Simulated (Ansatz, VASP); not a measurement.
**Two plane-wave programs on TiSn2Te3**

```
CELL_PARAMETERS angstrom
4.52932 0.00000 0.00000
0.00000 4.52932 0.00000
0.00000 0.00000 8.98122
ATOMIC_POSITIONS crystal
Ti 0.50000 0.50000 0.57515
Sn 0.50000 0.00000 0.86894
Sn 0.00000 0.50000 0.86894
Te 0.50000 0.50000 0.12936
Te 0.50000 0.00000 0.57878
Te 0.00000 0.50000 0.57878
```

Alike in both runs: task single point; functional PBE; k mesh 4 × 4 × 2; occupations gaussian, width 0.1 eV; no spin polarisation.

|  | VASP | Ansatz |
| --- | --- | --- |
| version | VASP 6.6.1 | Ansatz 0.2.0 |
| potentials or method | VASP PAW PBE potentials, release 64 (Ti_sv, Sn_d, Te), cutoff 520 eV | scalar-relativistic, plane waves, PAW |
| valence electrons in the cell | 58 | 88 |

Ansatz gave:

```
gap on the k mesh at the Fermi level (eV)                     : none
pressure (GPa)                                                : 22.9
traceless stress, the component that is largest in VASP (GPa) : -8.89
rms of the force components (eV/Å)                            : 1.755
```

Task: What did VASP give for the same quantities?

Result: gap on the k mesh at the Fermi level (eV): none; pressure (GPa): 22.7; traceless stress, the component that is largest in VASP (GPa): -8.57; rms of the force components (eV/Å): 1.771.

Atom by atom the forces differ by 0.016 eV/Å (rms over components). A gap of «none» marks a metal or a gap that the smearing closes. With one functional, cell and mesh, what is left measures potentials, basis and numerics. VASP's potentials hold 58 valence electrons a cell and Ansatz's 88, so a difference there can come from the potentials and not from the codes.

Spin-orbit coupling is off throughout.
